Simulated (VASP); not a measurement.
Wanted: the native input for a VASP 6.6.1 run.

* Task: single point
* Functional: PBE
* Potentials or basis: VASP PAW PBE potentials, release 64 (Na_pv, H)
* Cutoff: 520 eV
* k mesh: 10 × 10 × 10
* Occupations: fermi-dirac, width 0.02 eV
* Spin: no spin polarisation
* Dipole correction: no
* Further INCAR settings: ALGO = Normal; EDIFF = 1e-06; NBANDS = 11

The structure of NaH lies in POSCAR:

```
NaH
1.0
   -0.0059937807      2.3975122885      2.3975122885
    2.3975122885     -0.0059937807      2.3975122885
    2.3915185078      2.3915185078      0.0000000000
Na H
1 1
Direct
    0.0000000000      0.0000000000      0.0000000000
    0.5000000000      0.5000000000      0.5000000000
```

This cell differs from its parent crystal: shear xy strain -0.5%.

These files were run (other wordings do the same):

INCAR

```
ALGO = Normal ; EDIFF = 1E-6
ENCUT = 520 ; GGA = PE
ISIF = 2 ; ISMEAR = -1
LASPH = True ; LCHARG = False
LREAL = False ; LWAVE = False
NBANDS = 11 ; NELM = 80
PREC = Accurate ; SIGMA = 0.02
```

KPOINTS

```
k-points
0
Gamma
  10 10 10
```

Potentials or basis: VASP PAW PBE potentials, release 64 (Na_pv, H).

Launch:

```bash
$ cat potpaw_PBE.64/Na_pv/POTCAR potpaw_PBE.64/H/POTCAR > POTCAR
$ mpirun -np 1 vasp_std > vasp.out
```

Results of the run:

```yaml
Pressure: 0.5 GPa
Band_gap_on_the_k_mesh: 3.80 eV (least direct gap 4.66 eV)
```

Caveat: the cell differs from its parent crystal (shear xy strain -0.5%); the structure was generated, so it needn't be the stable form of NaH.

Wall time 81 s on 1 thread of Oxide Virtual Turin-like Processor, on a shared host, peak memory 0.15 GiB.
